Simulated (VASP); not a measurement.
TiTe2, 3 atoms in the cell. Symmetry: P-3m1, No. 164, trigonal system. The conventional cell has a = 3.777 Å, b = 3.777 Å, c = 6.498 Å, α = 90.00°, β = 90.00°, γ = 120.00°. Ti (site symmetry -3m) has 6 Te at 2.77 Å and 6 Ti at 3.78 Å within 3.8 Å. Te (site symmetry 3m) has 3 Ti at 2.77 Å and 9 Te at 3.78 Å within 3.8 Å. 

| Quantity | Value |
| --- | --- |
| Program | VASP 6.6.1 |
| Task | single point |
| Functional | r2SCAN |
| Potentials or basis | VASP PAW PBE potentials, release 64 (Ti_sv, Te) |
| Cutoff | 520 eV |
| k mesh | 9 × 9 × 6 |
| Occupations | gaussian, width 0.05 eV |
| Spin | no spin polarisation |
| Dipole correction | no |
| Further INCAR settings | ALGO = Normal; EDIFF = 1e-06; NBANDS = 19 |

Potentials or basis: VASP PAW PBE potentials, release 64 (Ti_sv, Te).

The run is started by

```console
$ cat potpaw_PBE.64/Ti_sv/POTCAR potpaw_PBE.64/Te/POTCAR > POTCAR
$ cp INCAR.step1 INCAR
$ mpirun -np 1 vasp_std > vasp.out
$ cp INCAR.step2 INCAR
$ mpirun -np 1 vasp_std > vasp.out
```

Hardware: 1 thread of Intel(R) Xeon(R) 6975P-C (Granite Rapids), on a shared host.

How long does it take, and how much memory?

Run time: 2.4 min on 1 thread of Intel(R) Xeon(R) 6975P-C (Granite Rapids), with other jobs on the host, peak memory 0.26 GiB. Counts: k points 62.
